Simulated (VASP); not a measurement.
Al9O, 10 atoms in the cell. The cell holds a slab with vacuum, 10 atoms: a = 2.854 Å, b = 9.806 Å, c = 20.290 Å, α = 90.00°, β = 90.00°, γ = 98.37°. 

* Program: VASP 6.6.1
* Task: relaxation of the atoms
* Functional: PBE
* Potentials or basis: VASP PAW PBE potentials, release 64 (Al, O)
* Cutoff: 520 eV
* k mesh: 9 × 3 × 1
* Occupations: gaussian, width 0.1 eV
* Spin: no spin polarisation
* Dipole correction: yes
* Atoms held fixed (from 0): [0, 1, 2, 3, 4, 5, 6, 7, 8]
* Further INCAR settings: ALGO = Normal; EDIFF = 1e-07; NELMDL = -8; IBRION = 2; EDIFFG = -0.025; NSW = 36
* Atoms held along some axes (from 0): atom 9 along a and b

Potentials or basis: VASP PAW PBE potentials, release 64 (Al, O).

Launch:

```bash
$ cat potpaw_PBE.64/Al/POTCAR potpaw_PBE.64/O/POTCAR > POTCAR
$ mpirun -np 1 vasp_std > vasp.out
```

Hardware: 1 thread of Oxide Virtual Turin-like Processor (shared host).

**Question.** How long does it take, and how much memory?

**Answer.** It took 11 min on 1 thread of Oxide Virtual Turin-like Processor (shared host), peak memory 0.71 GiB. Counts: scf iterations 65, k points 14, ion steps 3.
